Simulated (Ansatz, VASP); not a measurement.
# Two plane-wave programs on Al2Cu

File INCAR:

```
SYSTEM = Al2Cu
ALGO = Fast
EDIFF = 1E-6
ENCUT = 520
ISIF = 2
ISMEAR = 0
LASPH = .True.
LCHARG = .False.
LREAL = .False.
LWAVE = .False.
NBANDS = 16
NELM = 60
PREC = Accurate
SIGMA = 0.15
```

Contents of KPOINTS:

```
k-points
0
Gamma
  14 14 18
  0 0 0
```

The input POSCAR:

```
Al2Cu
1.0
    4.1564373307      0.0000000000      0.0000000000
    0.0000000000      4.1564373307      0.0000000000
    0.0000000000      0.0000000000      2.6693779563
Al Cu
2 1
Direct
    0.5000000000      0.0000000000      0.5000000000
    0.0000000000      0.5000000000      0.5000000000
    0.0000000000      0.0000000000      0.0000000000
```

Input for Ansatz:

```yaml
crystal:
  lattice:
    - [4.1564373307, 0.0, 0.0]
    - [0.0, 4.1564373307, 0.0]
    - [0.0, 0.0, 2.6693779563]
  atoms:
    - { symbol: Al, position: [0.5, 0.0, 0.5] }
    - { symbol: Al, position: [0.0, 0.5, 0.5] }
    - { symbol: Cu, position: [0.0, 0.0, 0.0] }
basis:
  ecutwfc: 420
kpoints:
  mp_grid: { grid: [14, 14, 18] }
hamiltonian:
  xc: lda
scf:
  occupations: { method: gaussian, width: 0.15 }
output:
  forces: true
  stress: true
  eigenvalues: true
```

Alike in both runs: task single point; functional LDA; k mesh 14 × 14 × 18; occupations gaussian, width 0.15 eV; no spin polarisation.

|  | VASP | Ansatz |
| --- | --- | --- |
| version | VASP 6.6.1 | Ansatz 0.2.0 |
| potentials or method | VASP PAW LDA potentials, release 64 (Al, Cu), cutoff 520 eV | scalar-relativistic, plane waves, PAW |
| valence electrons in the cell | 17 | 25 |

Ansatz gave:

| Item | Value |
| --- | --- |
| gap on the k mesh at the Fermi level (eV) | none |
| pressure (GPa) | 1.0 |
| traceless stress, the component that is largest in VASP (GPa) | 5.26 |

Task: What did VASP give for the same quantities?

Result: gap on the k mesh at the Fermi level (eV): none; pressure (GPa): 1.3; traceless stress, the component that is largest in VASP (GPa): 5.23.

LDA's correlation is that of Perdew and Zunger in VASP and of Perdew and Wang (1992) in Ansatz. A gap of «none» marks a metal or a gap that the smearing closes. VASP's potentials hold 17 valence electrons a cell and Ansatz's 25, so a difference there can come from the potentials and not from the codes.
